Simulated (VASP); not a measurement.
# Be3Te4 (Cmmm) in VASP: single point with PBE

Aim: the single point of Be3Te4 with PBE.

All numbers are computed with VASP 6.6.1; they aren't measurements. Logs are shortened: lines on timing, memory, paths and dates and some standing lists are left out, and cuts for length are marked.

### Step 1. The cell of the first run

It takes space group Cmmm (No. 65, orthorhombic). The conventional cell has a = 7.851 Å, b = 10.659 Å, c = 3.556 Å, α = 90.00°, β = 90.00°, γ = 90.00°. Within 3.6 Å of Be (site symmetry 2/m) lie 6 Te at 2.66 to 2.67 Å and 2 Be at 3.56 Å. Be (site symmetry mmm) has 6 Te at 2.44 to 2.73 Å within 3.2 Å. Te (site symmetry 2mm) has 4 Be at 2.67 to 2.73 Å and 7 Te at 3.56 to 3.70 Å within 3.7 Å. Te (site symmetry m2m) has 5 Be at 2.44 to 2.66 Å within 3.2 Å.

The cell was built from a structure type or drawn by symmetry, and may not be a known phase.

### Step 2. Single point, PBE

Input file INCAR:

```
PREC = Accurate ; ENCUT = 600
EDIFF = 1E-6 ; ISMEAR = 0
SIGMA = 0.2 ; LREAL = False
LASPH = True ; NELM = 120
ALGO = Normal ; ISIF = 2
LWAVE = False ; LCHARG = False
GGA = PE ; NBANDS = 24
GGA_COMPAT = False
```

Input file KPOINTS:

```
regular mesh
0
Gamma
  3 3 4
```

Input file POSCAR:

```
Be3Te4
1.0
    3.9252774232     -5.3296429111      0.0000000000
    3.9252774232      5.3296429111      0.0000000000
    0.0000000000      0.0000000000      3.5559611536
Be Te
3 4
Direct
    0.5000000000      0.0000000000      0.5000000000
    0.0000000000      0.5000000000      0.5000000000
    0.0000000000      0.0000000000      0.0000000000
    0.7356497381      0.7356497381      0.5000000000
    0.2643502619      0.2643502619      0.5000000000
    0.2287702030      0.7712297970      0.0000000000
    0.7712297970      0.2287702030      0.0000000000
```

Potentials or basis: VASP PAW PBE potentials, release 64 (Be, Te).

Command:

```console
> cat potpaw_PBE.64/Be/POTCAR potpaw_PBE.64/Te/POTCAR > POTCAR
> mpirun -np 1 vasp_std > vasp.out
```

OUTCAR:

```text
PREC = Accurate
   ENCUT = 600
   EDIFF = 1E-6
   ISMEAR = 0
   LREAL = False
   LASPH = True
   NELM = 120
   ISIF = 2
   GGA = PE

 ion  position               nearest neighbor table
   1  0.500  0.000  0.500-   6 2.66   7 2.66   6 2.66   7 2.66   4 2.67   5 2.67
   2  0.000  0.500  0.500-   6 2.66   7 2.66   6 2.66   7 2.66   4 2.67   5 2.67
   3  0.000  0.000  0.000-   6 2.44   7 2.44   4 2.73   5 2.73   4 2.73   5 2.73
   4  0.736  0.736  0.500-   1 2.67   2 2.67   3 2.73   3 2.73   7 3.66   6 3.66   6 3.66   7 3.66

   5  0.264  0.264  0.500-   1 2.67   2 2.67   3 2.73   3 2.73   7 3.66   6 3.66   6 3.66   7 3.66

   6  0.229  0.771  0.000-   3 2.44   2 2.66   1 2.66   1 2.66   2 2.66   4 3.66   5 3.66   4 3.66
                             5 3.66
   7  0.771  0.229  0.000-   3 2.44   2 2.66   1 2.66   1 2.66   2 2.66   4 3.66   5 3.66   4 3.66
                             5 3.66

  LATTYP: Found a base centered orthorhombic cell.
 ALAT       =     7.8505548464
 B/A-ratio  =     1.3577748364
 C/A-ratio  =     0.4529566665

  Lattice vectors:

 A1 = (   3.9252774232,  -5.3296429111,   0.0000000000)
 A2 = (   3.9252774232,   5.3296429111,   0.0000000000)
 A3 = (   0.0000000000,   0.0000000000,   3.5559611536)

Analysis of symmetry for initial positions (statically):
=====================================================================
 Subroutine PRICEL returns:
 Original cell was already a primitive cell.

 Routine SETGRP: Setting up the symmetry group for a
 base centered orthorhombic supercell.

 Subroutine GETGRP returns: Found  8 space group operations
 (whereof  8 operations were pure point group operations)
 out of a pool of  8 trial point group operations.

The static configuration has the point symmetry D_2h.

Analysis of symmetry for dynamics (positions and initial velocities):
=====================================================================
 Subroutine PRICEL returns:
 Original cell was already a primitive cell.

 Routine SETGRP: Setting up the symmetry group for a
 base centered orthorhombic supercell.

 Subroutine GETGRP returns: Found  8 space group operations
 (whereof  8 operations were pure point group operations)
 out of a pool of  8 trial point group operations.

The dynamic configuration has the point symmetry D_2h.

 Subroutine INISYM returns: Found  8 space group operations
 (whereof  8 operations are pure point group operations),
 and found     1 'primitive' translations

----------------------------------------------------------------------------------------

                                     Primitive cell

  volume of cell :     148.7837

  direct lattice vectors                    reciprocal lattice vectors
     3.925277423 -5.329642911  0.000000000     0.127379532 -0.093814916  0.000000000
     3.925277423  5.329642911  0.000000000     0.127379532  0.093814916  0.000000000
     0.000000000  0.000000000  3.555961154     0.000000000  0.000000000  0.281217920

  length of vectors
     6.619131092  6.619131092  3.555961154     0.158198557  0.158198557  0.281217920

  position of ions in fractional coordinates (direct lattice)
     0.500000000  1.000000000  0.500000000
     1.000000000  0.500000000  0.500000000
     0.000000000  0.000000000  0.000000000
     0.735649738  0.735649738  0.500000000
     0.264350262  0.264350262  0.500000000
     0.228770203  0.771229797  0.000000000
     0.771229797  0.228770203  0.000000000

  ion indices of the primitive-cell ions
   primitive index   ion index
                 1           1
                 2           2
                 3           3
                 4           4
                 5           5
                 6           6
                 7           7

----------------------------------------------------------------------------------------

 KPOINTS: regular mesh

Automatic generation of k-mesh.
 Grid dimensions read from file:
 generate k-points for:    3    3    4

 Generating k-lattice:

  Cartesian coordinates                     Fractional coordinates (reciprocal lattice)
     0.042459844 -0.031271639  0.000000000     0.333333333 -0.000000000  0.000000000
     0.042459844  0.031271639  0.000000000    -0.000000000  0.333333333  0.000000000
     0.000000000  0.000000000  0.070304480     0.000000000  0.000000000  0.250000000

  Length of vectors
     0.052732852  0.052732852  0.070304480

  Shift w.r.t. Gamma in fractional coordinates (k-lattice)
     0.000000000  0.000000000  0.000000000

 Subroutine IBZKPT returns following result:
 ===========================================

 Found     12 irreducible k-points:

 Following reciprocal coordinates:
            Coordinates               Weight
  0.000000  0.000000  0.000000      1.000000
  0.333333  0.000000  0.000000      4.000000
  0.333333  0.333333  0.000000      2.000000
 -0.333333  0.333333  0.000000      2.000000
  0.000000  0.000000  0.250000      2.000000
  0.333333  0.000000  0.250000      8.000000
  0.333333  0.333333  0.250000      4.000000
 -0.333333  0.333333  0.250000      4.000000
  0.000000  0.000000  0.500000      1.000000
  0.333333  0.000000  0.500000      4.000000
  0.333333  0.333333  0.500000      2.000000
 -0.333333  0.333333  0.500000      2.000000
   k-points           NKPTS =     12   k-points in BZ     NKDIM =     12   number of bands    NBANDS=     24
   number of dos      NEDOS =    301   number of ions     NIONS =      7
   total plane-waves  NPLWV =  81648
   dimension x,y,z NGX =    54 NGY =   54 NGZ =   28
   dimension x,y,z NGXF=   108 NGYF=  108 NGZF=   56
   ions per type =               3   4
   NGX,Y,Z   is equivalent  to a cutoff of  13.56, 13.56, 13.09 a.u.
   NGXF,Y,Z  is equivalent  to a cutoff of  27.13, 27.13, 26.18 a.u.
 SYSTEM =  unknown system
   PREC   = accura    normal or accurate (medium, high low for compatibility)
   ISTART =      0    job   : 0-new  1-cont  2-samecut
   ICHARG =      2    charge: 1-file 2-atom 10-const
   ISPIN  =      1    spin polarized calculation?
   LNONCOLLINEAR =      F non collinear calculations
   LSORBIT =      F    spin-orbit coupling
   LASPH  =      T    aspherical Exc in radial PAW
   ENCUT  =  600.0 eV  44.10 Ry    6.64 a.u.  13.22 13.22  7.10*2*pi/ulx,y,z
   NELM   =    120;   NELMIN=  2; NELMDL= -5     # of ELM steps
   EDIFF  = 0.1E-05   stopping-criterion for ELM
   LREAL  =      F    real-space projection
   EDIFFG = 0.1E-04   stopping-criterion for IOM
   NSW    =      0    number of steps for IOM
   IBRION =     -1    ionic relax: 0-MD 1-quasi-New 2-CG
   NFREE  =      0    steps in history (QN), initial steepest desc. (CG)
   ISIF   =      2    stress and relaxation
   ISYM   =      2    0-nonsym 1-usesym 2-fastsym
   POTIM  = 0.5000    time-step for ionic-motion
   TEBEG  =    0.0;   TEEND  =   0.0 temperature during run
   PSTRESS=    0.0 pullay stress
   NELECT =      30.0000    total number of electrons
   NUPDOWN=      -1.0000    fix difference up-down
   EMIN   =  10.00;   EMAX   =-10.00  energy-range for DOS
   EFERMI =   0.00;   METHOD = LEGACY
   ISMEAR =     0;   SIGMA  =   0.20  broadening in eV -4-tet -1-fermi 0-gaus
   EFERMI_NEDOS =   21; number of points for ismear=-14 and -15
   IALGO  =     38    algorithm
   IMIX   =      4    mixing-type and parameters
     AMIX     =   0.40;   BMIX     =  1.00
     AMIX_MAG =   1.60;   BMIX_MAG =  1.00
  volume/ion in A,a.u.               =      21.25       143.43
  Fermi-wavevector in a.u.,A,eV,Ry     =   0.959983  1.814104 12.538678  0.921567
  Thomas-Fermi vector in A             =   2.089227
   LORBIT       =      0    0 simple, 1 ext, 2 COOP (PROOUT), +10 PAW based schemes
   GGA     = PE    functional components
   LHFCALC =     F    Hartree Fock is set to
   AEXX    =    0.0000 exact exchange contribution
   IVDW    =     0    specifies the selected vdW correction
   LEPSILON=     F    determine dielectric tensor
   LRPA    =     F    only Hartree local field effects (RPA)
 non-spin polarized calculation
 Gauss-broadening in eV      SIGMA  =   0.20
  energy-cutoff  :      600.00
  volume of cell :      148.78
 maximum number of plane-waves:      5006
 NGX is ok and might be reduce to    54
   NGX = 27   NGY = 27   NGZ = 15

 number of electron      30.0000002 magnetization

 Free energy of the ion-electron system (eV)
  ---------------------------------------------------
  ext. energy  EPLUGINS =         0.00000000
  ---------------------------------------------------
  free energy    TOTEN  =       -23.09099041 eV

  energy without entropy =      -23.02421137  energy(sigma->0) =      -23.05760089

 E-fermi :   6.7664     XC(G=0):  -9.7809

 val. band max:        6.7555432468   @ k =  -0.3333   0.3333   0.0000
 cond. band min:       6.8678123488   @ k =   0.3333   0.3333   0.2500
 fundamental gap:      0.1122691020
 Fermi energy:         6.7664181810

 k-point     1 :       0.0000    0.0000    0.0000
  band No.  band energies     occupation
      1      -6.4342      2.00000
      2      -4.8553      2.00000
      3      -4.4771      2.00000
      4      -3.5913      2.00000
      5      -0.1110      2.00000
      6       0.8434      2.00000
[... 16 lines left out ...]
     23      11.4922      0.00000
     24      11.5690      0.00000

 k-point     2 :       0.3333    0.0000    0.0000
  band No.  band energies     occupation
      1      -6.1427      2.00000
      2      -5.2879      2.00000
      3      -4.4940      2.00000
      4      -3.8332      2.00000
      5       0.5235      2.00000
      6       1.5908      2.00000
[... 16 lines left out ...]
     23      11.7639      0.00000
     24      11.8868      0.00000
[... 241 lines left out ...]
     23      10.9174      0.00000
     24      11.7929      0.00000

 k-point    12 :      -0.3333    0.3333    0.5000
  band No.  band energies     occupation
      1      -4.3654      2.00000
      2      -4.0496      2.00000
      3      -3.6880      2.00000
      4      -3.4482      2.00000
      5       0.4025      2.00000
      6       1.1575      2.00000
[... 16 lines left out ...]
     23      10.8057      0.00000
     24      11.2697      0.00000

------------------------ aborting loop because EDIFF is reached ----------------------------------------

  FORCE on cell =-STRESS in cart. coord.  units (eV):
  Direction    XX          YY          ZZ          XY          YZ          ZX
  --------------------------------------------------------------------------------------
  -------------------------------------------------------------------------------------
  Total       -0.1668039      0.4068891     -0.0086133      0.0000000      0.0000000      0.0000000
  in kB       -1.7962272      4.3815839     -0.0927520      0.0000000      0.0000000      0.0000000
  external PRESSURE =       0.8308683 kB  Pullay stress =       0.0000000 kB

 VOLUME and BASIS-vectors are now :
 -----------------------------------------------------------------------------
  energy-cutoff  :      600.00
  volume of cell :      148.78
      direct lattice vectors                 reciprocal lattice vectors
     3.925277423 -5.329642911  0.000000000     0.127379532 -0.093814916  0.000000000
     3.925277423  5.329642911  0.000000000     0.127379532  0.093814916  0.000000000
     0.000000000  0.000000000  3.555961154     0.000000000  0.000000000  0.281217920

 POSITION                                       TOTAL-FORCE (eV/Angst)
 -----------------------------------------------------------------------------------
      1.96264     -2.66482      1.77798        -0.000000     -0.000000      0.000000
      1.96264      2.66482      1.77798        -0.000000     -0.000000      0.000000
      0.00000      0.00000      0.00000        -0.000000     -0.000000      0.000000
      5.77526      0.00000      1.77798         0.019474     -0.000000      0.000000
      2.07530      0.00000      1.77798        -0.019474     -0.000000      0.000000
      3.92528      2.89112      0.00000        -0.000000     -0.084544      0.000000
      3.92528     -2.89112      0.00000        -0.000000      0.084544      0.000000
 -----------------------------------------------------------------------------------
    total drift:                               -0.000000     -0.000000     -0.000000

  FREE ENERGIE OF THE ION-ELECTRON SYSTEM (eV)
  ---------------------------------------------------
  free  energy   TOTEN  =       -23.0909904113 eV

  energy  without entropy=      -23.0242113723  energy(sigma->0) =      -23.05760089
```

Wall time 95 s (1 thread of Intel Xeon 8259CL, shared host); peak memory 0.29 GiB.

Results:

* Free energy: -23.0910 eV
* Pressure: 0.1 GPa
* Largest force: 0.085 eV/Å
* Band gap on the k mesh: zero (bands 15 and 16 overlap by 2.13 eV)

Forces on the atoms (eV/Å):
```
Be   0.000  0.000  0.000
Be   0.000  0.000  0.000
Be   0.000  0.000  0.000
Te   0.019  0.000  0.000
Te  -0.019  0.000  0.000
Te   0.000 -0.085  0.000
Te   0.000  0.085  0.000
```

Caveat: the k points lie up to 0.44 Å⁻¹ apart, too coarse for converged energies and pressures of a metal; spin-orbit coupling is left out, which moves the levels of the heavy elements.
